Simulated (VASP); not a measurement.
Runs of VASP 6.6.1 on Os. The structure is that of space group Fd-3m (No. 227), or close to it. The cells are those of the table. 

```csv
cell,k mesh,gap on the mesh (eV),pressure (GPa)
"a = 4.080 Å, angles 60.0°, 2 atoms",11 × 11 × 11,none,-18.5
"a = 3.981 Å, angles 60.0°, 2 atoms",11 × 11 × 11,none,-8.3
"a = 3.929 Å, angles 60.0°, 2 atoms",16 × 16 × 16,none,-1.1
"a = 3.876 Å, angles 60.0°, 2 atoms",11 × 11 × 11,none,7.9
"a = 4.031 Å, angles 60.0°, 2 atoms",11 × 11 × 11,none,(a)
"a = 3.929 Å, angles 60.0°, 2 atoms",11 × 11 × 11,none,-1.1
"a = 3.821 Å, angles 60.0°, 2 atoms",11 × 11 × 11,none,19.1
"a = 3.765 Å, angles 60.0°, 2 atoms",11 × 11 × 11,none,(b)
```

Alike in all rows: task single point; level PBE; potentials or basis VASP PAW PBE potentials, release 64 (Os); no spin polarisation; cutoff (eV) 520; smearing fermi-dirac 0.1 eV.

**Question.** Estimate the missing entries.

**Answer.** (a) -14.0; (b) 33.1.

Caveats: spin-orbit coupling is left out, which moves the levels of the heavy elements.

A k mesh can miss the band edges, and the runs leave out spin-orbit coupling on Os.

A gap of «none» marks levels without a gap at the run's occupations.
